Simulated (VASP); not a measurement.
Here is a VASP 6.6.1 calculation.

Contents of INCAR:

```
SYSTEM = GaN
PREC = Accurate ; ENCUT = 520
EDIFF = 1E-6 ; ISMEAR = -1
SIGMA = 0.1 ; LREAL = .False.
LASPH = .True. ; NELM = 80
ALGO = Normal ; ISIF = 2
LWAVE = .False. ; LCHARG = .False.
GGA = PS ; NBANDS = 16
```

File KPOINTS:

```
Automatic mesh
0
Gamma
  14 14 14
  0 0 0
```

The input POSCAR:

```
GaN
1.0
    2.2491372718      2.2491372718      0.0000000000
   -2.2491372718      2.2491372718      0.0000000000
    0.0000000000      2.2491372718      2.2491372718
Ga N
1 1
Direct
    0.0000000000      0.0000000000      0.0000000000
    0.2500000000      0.7500000000      0.5000000000
```

Potentials or basis: VASP PAW PBE potentials, release 64 (Ga_d, N).

Command:

```console
$ cat potpaw_PBE.64/Ga_d/POTCAR potpaw_PBE.64/N/POTCAR > POTCAR
$ mpirun -np 1 vasp_std > vasp.out
```

(1) What does it give for the band gap on the k mesh?

(2) Estimate the pressure.

Answers

(1) 1.72 eV, direct.

(2) -0.2 GPa.

Caveat: the PAW data sets were made with another functional, which shifts forces and pressure a little.
